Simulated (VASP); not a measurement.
A run of VASP 6.6.1 is set up as follows.

INCAR

```
PREC = Accurate ; ENCUT = 520
EDIFF = 1E-7 ; ISMEAR = -1
SIGMA = 0.1 ; LREAL = F
LASPH = T ; NELM = 60
ALGO = Normal ; ISIF = 2
LWAVE = F ; LCHARG = F
GGA = CA ; NBANDS = 14
```

The input KPOINTS:

```
Automatic mesh
0
Gamma
  8 8 11
```

The input POSCAR:

```
Sb
1.0
    5.2428380074      0.0000000000      0.0000000000
   -2.6214190037      4.5404309024      0.0000000000
    0.0000000000      0.0000000000      3.1276668175
Sb
3
Direct
    1.0000000000      0.0000000000      1.0000000000
    0.3333333333      0.6666666667      0.5000000000
    0.6666666667      0.3333333333      0.5000000000
```

Potentials or basis: VASP PAW LDA potentials, release 64 (Sb).

Launch:

```console
$ cat potpaw_LDA.64/Sb/POTCAR > POTCAR
$ mpirun -np 1 vasp_std > vasp.out
```

Task: What does it give for the pressure?

Result: 3.1 GPa.

Stress tensor (GPa, compression positive):
```
4.05 0.00 0.00
0.00 4.05 0.00
0.00 0.00 1.33
```
